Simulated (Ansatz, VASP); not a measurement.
Two plane-wave programs on BF

```
B F
1.0
     1.13819    0.65713    3.46835
    -1.13819    0.65713    3.46835
     0.00000   -1.31427    3.46835
B F
1 1
Direct
  0.00000 0.00000 0.00000
  0.50000 0.50000 0.50000
```

Change from the starting cell: species swapped into the CuRh type (R-3m, No. 166).

Alike in both runs: functional PBE; k mesh 9 × 9 × 9; occupations gaussian, width 0.2 eV; no spin polarisation.

Ansatz relaxed the structure, and its values are those at the end. VASP's run is a single point on that final structure, the one shown.

|  | VASP | Ansatz |
| --- | --- | --- |
| version | VASP 6.6.1 | Ansatz 0.2.0 |
| potentials or method | VASP PAW PBE potentials, release 64 (B, F), cutoff 600 eV | scalar-relativistic, plane waves, PAW |
| valence electrons in the cell | 10 | 10 |

|  | VASP | Ansatz | Ansatz less VASP |
| --- | --- | --- | --- |
| gap on the k mesh at the Fermi level (eV) | none | none | - |
| pressure (GPa) | -0.4 | 0.2 | +0.58 |

A gap of «none» marks a metal or a gap that the smearing closes.

The k mesh is coarse, so the values compare programs but aren't converged.
